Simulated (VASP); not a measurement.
# CoSi2 (Fm-3m) in VASP: relaxation of cell and atoms with PBE+D3(BJ)

Aim: the relaxation of cell and atoms of CoSi2 with PBE+D3(BJ).

Everything below comes from runs of VASP 6.6.1. Logs are shortened: lines on timing, memory, paths and dates and some standing lists are left out, and cuts for length are marked.

## 1. The cell of the first run

The structure is cubic, space group Fm-3m (No. 225). The conventional cell has a = 5.356 Å, b = 5.356 Å, c = 5.356 Å, α = 90.00°, β = 90.00°, γ = 90.00°. Within 3.1 Å of Co (site symmetry m-3m) lie 8 Si at 2.32 Å. Si (site symmetry -43m) has 4 Co at 2.32 Å and 6 Si at 2.68 Å within 3.1 Å.

## 2. Relaxation of cell and atoms, PBE+D3(BJ), collinear spin, ferromagnetic start

INCAR reads:

```
ALGO = Normal ; EDIFF = 1E-6
EDIFFG = -0.005 ; ENCUT = 600
GGA = PE ; IBRION = 2
ISIF = 3 ; ISMEAR = -1
ISPIN = 2 ; IVDW = 12
LASPH = True ; LCHARG = False
LMAXMIX = 4 ; LORBIT = 11
LREAL = False ; LWAVE = False
MAGMOM = 1.8 0 0 ; NELM = 150
NSW = 100 ; PREC = Accurate
SIGMA = 0.1
```

KPOINTS reads:

```
k-points
0
Gamma
  10 10 10
```

POSCAR reads:

```
CoSi2
1.0
    0.0000000000      2.6780000000      2.6780000000
    2.6780000000      0.0000000000      2.6780000000
    2.6780000000      2.6780000000      0.0000000000
Co Si
1 2
Direct
    0.0000000000      0.0000000000      0.0000000000
    0.2500000000      0.2500000000      0.2500000000
    0.7500000000      0.7500000000      0.7500000000
```

Potentials or basis: VASP PAW PBE potentials, release 64 (Co, Si).

Run with:

```
> cat potpaw_PBE.64/Co/POTCAR potpaw_PBE.64/Si/POTCAR > POTCAR
> mpirun -np 1 vasp_std > vasp.out
```

OUTCAR:

```text
EDIFF = 1E-6
   EDIFFG = -0.005
   ENCUT = 600
   GGA = PE
   IBRION = 2
   ISIF = 3
   ISMEAR = -1
   ISPIN = 2
   IVDW = 12
   LASPH = True
   LORBIT = 11
   LREAL = False
   NELM = 150
   NSW = 100
   PREC = Accurate
 IVDW          = 12

 ion  position               nearest neighbor table
   1  0.000  0.000  0.000-   3 2.32   2 2.32   3 2.32   2 2.32   3 2.32   3 2.32   2 2.32   2 2.32

   2  0.250  0.250  0.250-   1 2.32   1 2.32   1 2.32   1 2.32   3 2.68   3 2.68   3 2.68   3 2.68
                             3 2.68   3 2.68
   3  0.750  0.750  0.750-   1 2.32   1 2.32   1 2.32   1 2.32   2 2.68   2 2.68   2 2.68   2 2.68
                             2 2.68   2 2.68

  LATTYP: Found a face centered cubic cell.
 ALAT       =     5.3560000000

  Lattice vectors:

 A1 = (   0.0000000000,   2.6780000000,   2.6780000000)
 A2 = (   2.6780000000,   0.0000000000,   2.6780000000)
 A3 = (   2.6780000000,   2.6780000000,   0.0000000000)

Analysis of symmetry for initial positions (statically):
=====================================================================
 Subroutine PRICEL returns:
 Original cell was already a primitive cell.

 Routine SETGRP: Setting up the symmetry group for a
 face centered cubic supercell.

 Subroutine GETGRP returns: Found 48 space group operations
 (whereof 48 operations were pure point group operations)
 out of a pool of 48 trial point group operations.

The static configuration has the point symmetry O_h .

Analysis of symmetry for dynamics (positions and initial velocities):
=====================================================================
 Subroutine PRICEL returns:
 Original cell was already a primitive cell.

 Routine SETGRP: Setting up the symmetry group for a
 face centered cubic supercell.

 Subroutine GETGRP returns: Found 48 space group operations
 (whereof 48 operations were pure point group operations)
 out of a pool of 48 trial point group operations.

The dynamic configuration has the point symmetry O_h .

Analysis of structural, dynamic, and magnetic symmetry:
=====================================================================
 Subroutine PRICEL returns:
 Original cell was already a primitive cell.

 Routine SETGRP: Setting up the symmetry group for a
 face centered cubic supercell.

 Subroutine GETGRP returns: Found 48 space group operations
 (whereof 48 operations were pure point group operations)
 out of a pool of 48 trial point group operations.

The overall configuration has the point symmetry O_h .

 Subroutine INISYM returns: Found 48 space group operations
 (whereof 48 operations are pure point group operations),
 and found     1 'primitive' translations

----------------------------------------------------------------------------------------

                                     Primitive cell

  volume of cell :      38.4115

  direct lattice vectors                    reciprocal lattice vectors
     0.000000000  2.678000000  2.678000000    -0.186706497  0.186706497  0.186706497
     2.678000000  0.000000000  2.678000000     0.186706497 -0.186706497  0.186706497
     2.678000000  2.678000000  0.000000000     0.186706497  0.186706497 -0.186706497

  length of vectors
     3.787263920  3.787263920  3.787263920     0.323385140  0.323385140  0.323385140

  position of ions in fractional coordinates (direct lattice)
     0.000000000  0.000000000  0.000000000
     0.250000000  0.250000000  0.250000000
     0.750000000  0.750000000  0.750000000

  ion indices of the primitive-cell ions
   primitive index   ion index
                 1           1
                 2           2
                 3           3

----------------------------------------------------------------------------------------

 KPOINTS: k-points

Automatic generation of k-mesh.
 Grid dimensions read from file:
 generate k-points for:   10   10   10

 Generating k-lattice:

  Cartesian coordinates                     Fractional coordinates (reciprocal lattice)
    -0.018670650  0.018670650  0.018670650     0.100000000  0.000000000  0.000000000
     0.018670650 -0.018670650  0.018670650     0.000000000  0.100000000  0.000000000
     0.018670650  0.018670650 -0.018670650     0.000000000  0.000000000  0.100000000

  Length of vectors
     0.032338514  0.032338514  0.032338514

  Shift w.r.t. Gamma in fractional coordinates (k-lattice)
     0.000000000  0.000000000  0.000000000

 Subroutine IBZKPT returns following result:
 ===========================================

 Found     47 irreducible k-points:

 Following reciprocal coordinates:
            Coordinates               Weight
  0.000000  0.000000  0.000000      1.000000
  0.100000  0.000000  0.000000      8.000000
  0.200000  0.000000  0.000000      8.000000
  0.300000  0.000000  0.000000      8.000000
  0.400000  0.000000  0.000000      8.000000
  0.500000  0.000000  0.000000      4.000000
[... 16 lines left out ...]
  0.300000  0.300000  0.000000      6.000000
  0.400000  0.300000  0.000000     24.000000
 [... further k-points ...]
   k-points           NKPTS =     47   k-points in BZ     NKDIM =     47   number of bands    NBANDS=     13
   number of dos      NEDOS =    301   number of ions     NIONS =      3
   total plane-waves  NPLWV =  27000
   dimension x,y,z NGX =    30 NGY =   30 NGZ =   30
   dimension x,y,z NGXF=    60 NGYF=   60 NGZF=   60
   ions per type =               1   2
   NGX,Y,Z   is equivalent  to a cutoff of  13.17, 13.17, 13.17 a.u.
   NGXF,Y,Z  is equivalent  to a cutoff of  26.34, 26.34, 26.34 a.u.
 SYSTEM =  unknown system
   PREC   = accura    normal or accurate (medium, high low for compatibility)
   ISTART =      0    job   : 0-new  1-cont  2-samecut
   ICHARG =      2    charge: 1-file 2-atom 10-const
   ISPIN  =      2    spin polarized calculation?
   LNONCOLLINEAR =      F non collinear calculations
   LSORBIT =      F    spin-orbit coupling
   LASPH  =      T    aspherical Exc in radial PAW
   ENCUT  =  600.0 eV  44.10 Ry    6.64 a.u.   7.56  7.56  7.56*2*pi/ulx,y,z
   NELM   =    150;   NELMIN=  2; NELMDL= -5     # of ELM steps
   EDIFF  = 0.1E-05   stopping-criterion for ELM
   LREAL  =      F    real-space projection
   EDIFFG = -.5E-02   stopping-criterion for IOM
   NSW    =    100    number of steps for IOM
   IBRION =      2    ionic relax: 0-MD 1-quasi-New 2-CG
   NFREE  =      1    steps in history (QN), initial steepest desc. (CG)
   ISIF   =      3    stress and relaxation
   ISYM   =      2    0-nonsym 1-usesym 2-fastsym
   POTIM  = 0.5000    time-step for ionic-motion
   TEBEG  =    0.0;   TEEND  =   0.0 temperature during run
   PSTRESS=    0.0 pullay stress
   NELECT =      17.0000    total number of electrons
   NUPDOWN=      -1.0000    fix difference up-down
   EMIN   =  10.00;   EMAX   =-10.00  energy-range for DOS
   EFERMI =   0.00;   METHOD = LEGACY
   ISMEAR =    -1;   SIGMA  =   0.10  broadening in eV -4-tet -1-fermi 0-gaus
   EFERMI_NEDOS =   21; number of points for ismear=-14 and -15
   IALGO  =     38    algorithm
   IMIX   =      4    mixing-type and parameters
     AMIX     =   0.40;   BMIX     =  1.00
     AMIX_MAG =   1.60;   BMIX_MAG =  1.00
  volume/ion in A,a.u.               =      12.80        86.40
  Fermi-wavevector in a.u.,A,eV,Ry     =   1.247586  2.357596 21.177078  1.556471
  Thomas-Fermi vector in A             =   2.381712
   LORBIT       =     11    0 simple, 1 ext, 2 COOP (PROOUT), +10 PAW based schemes
   GGA     = PE    functional components
   LHFCALC =     F    Hartree Fock is set to
   AEXX    =    0.0000 exact exchange contribution
   IVDW    =    12    specifies the selected vdW correction
   LEPSILON=     F    determine dielectric tensor
   LRPA    =     F    only Hartree local field effects (RPA)
 conjugate gradient relaxation of ions
 spin polarized calculation
  energy-cutoff  :      600.00
  volume of cell :       38.41
 maximum number of plane-waves:      1307
   NGX = 15   NGY = 15   NGZ = 15

--------------------------------------- Ionic step        1  -------------------------------------------

 number of electron      17.0000005 magnetization      -0.0010093

 number of electron      17.0000005 magnetization       0.0002952

 Free energy of the ion-electron system (eV)
  ---------------------------------------------------
  ext. energy  EPLUGINS =         0.00000000
  ---------------------------------------------------
  free energy    TOTEN  =       -19.31176744 eV

  energy without entropy =      -19.27658579  energy(sigma->0) =      -19.29417662

------------------------ aborting loop because EDIFF is reached ----------------------------------------

 Edisp (eV)   -1.32639

 E8    (eV) :    -0.5583

  FORCE on cell =-STRESS in cart. coord.  units (eV):
  Direction    XX          YY          ZZ          XY          YZ          ZX
  --------------------------------------------------------------------------------------
  -------------------------------------------------------------------------------------
  Total      -1.29756    -1.29756    -1.29756    -0.00000     0.00000    -0.00000
  in kB     -54.12233   -54.12233   -54.12233    -0.00000     0.00000    -0.00000
  external pressure =      -54.12 kB  Pullay stress =        0.00 kB
[... 153 lines left out ...]
--------------------------------------- Ionic step        5  -------------------------------------------

 number of electron      16.9999999 magnetization       0.0000010

 number of electron      16.9999999 magnetization      -0.0000005

 Free energy of the ion-electron system (eV)
  ---------------------------------------------------
  ext. energy  EPLUGINS =         0.00000000
  ---------------------------------------------------
  free energy    TOTEN  =       -19.29033389 eV

  energy without entropy =      -19.25664699  energy(sigma->0) =      -19.27349044

 E-fermi :  10.5050     XC(G=0): -11.8829

 val. band max:       10.4271461269   @ k =   0.4000   0.0000   0.0000
 cond. band min:      10.5110911208   @ k =  -0.2000   0.3000   0.1000
 fundamental gap:      0.0839449939
 Fermi energy:        10.5050387079

 spin component 1

 k-point     1 :       0.0000    0.0000    0.0000
  band No.  band energies     occupation
      1      -2.8587      1.00000
      2       6.2832      1.00000
      3       6.2832      1.00000
      4       6.2832      1.00000
      5       8.4869      1.00000
      6       8.4869      1.00000
      7      11.5513      0.00003
      8      13.9536      0.00000
      9      13.9536      0.00000
     10      13.9536      0.00000
     11      14.0222      0.00000
     12      14.0222      0.00000
     13      14.0222      0.00000
[... 353 lines left out ...]
 k-point    24 :       0.4000    0.3000    0.0000
  band No.  band energies     occupation
      1      -0.3137      1.00000
      2       4.0259      1.00000
      3       5.4171      1.00000
      4       6.5555      1.00000
      5       6.5768      1.00000
      6       8.6767      1.00000
      7       8.9237      1.00000
      8       9.2014      1.00000
      9       9.5789      0.99990
     10      12.2983      0.00000
     11      13.8387      0.00000
     12      17.4703      0.00000
     13      18.3969      0.00000

 [... further k-points ...]

 spin component 2

 k-point     1 :       0.0000    0.0000    0.0000
  band No.  band energies     occupation
      1      -2.8587      1.00000
      2       6.2832      1.00000
      3       6.2832      1.00000
      4       6.2832      1.00000
      5       8.4869      1.00000
      6       8.4869      1.00000
      7      11.5513      0.00003
      8      13.9536      0.00000
      9      13.9536      0.00000
     10      13.9536      0.00000
     11      14.0222      0.00000
     12      14.0222      0.00000
     13      14.0222      0.00000
[... 402 lines left out ...]
  FREE ENERGIE OF THE ION-ELECTRON SYSTEM (eV)
  ---------------------------------------------------
  free  energy   TOTEN  =       -20.6578093372 eV

  energy  without entropy=      -20.6241224406  energy(sigma->0) =      -20.64096589

 reached required accuracy - stopping structural energy minimisation

 total charge

# of ion       s       p       d       tot
------------------------------------------
    1        0.556   0.756   7.626   8.938
    2        0.716   0.893   0.000   1.610
    3        0.716   0.893   0.000   1.610
--------------------------------------------------
tot          1.988   2.543   7.626  12.157

 magnetization (x)

# of ion       s       p       d       tot
------------------------------------------
    1       -0.000  -0.000   0.000   0.000
    2        0.000   0.000   0.000   0.000
    3        0.000   0.000   0.000   0.000
--------------------------------------------------
tot          0.000   0.000   0.000   0.000
```

Run time: 5.6 min. Hardware: 1 thread of Intel Xeon 6975P-C, shared host; peak memory 0.24 GiB.

What came out:

```yaml
Free_energy: -20.6578 eV
Relaxed_volume: 12.43 Å³/atom
Relaxed_cell: a = 3.750 Å, b = 3.750 Å, c = 3.750 Å, α = 60.00°, β = 60.00°, γ = 60.00°
Space_group_after_relaxing_to_0.05_Å: Fm-3m (No. 225)
Energy_gained_by_relaxing: 6.6 meV/atom
Ionic_steps: 5
Pressure_after_relaxing: 0.0 GPa
Net_moment: 0.00 μB per cell
Valence_electrons_inside_the_program's_atomic_spheres: Co 8.94; Si 1.61
Dispersion_energy_per_atom: -0.456 eV
```

Step by step:
```csv
step,energy change (eV),largest force (eV/Å),pressure (GPa),volume (Å³)
1,0.0000,0.0000,-5.41,38.41
2,0.0063,0.0000,6.93,36.06
3,-0.0197,0.0000,-0.16,37.29
4,-0.0197,0.0000,0.08,37.26
5,-0.0197,0.0000,-0.01,37.29
```

Final structure:
```
CELL_PARAMETERS angstrom
0.00000 2.65173 2.65173
2.65173 0.00000 2.65173
2.65173 2.65173 0.00000
ATOMIC_POSITIONS crystal
Co 0.00000 0.00000 0.00000
Si 0.25000 0.25000 0.25000
Si 0.75000 0.75000 0.75000
```

Caveat: the starting moments collapsed, and a magnetic state may lie lower; pairwise dispersion overbinds metals, which lowers pressure and volume.
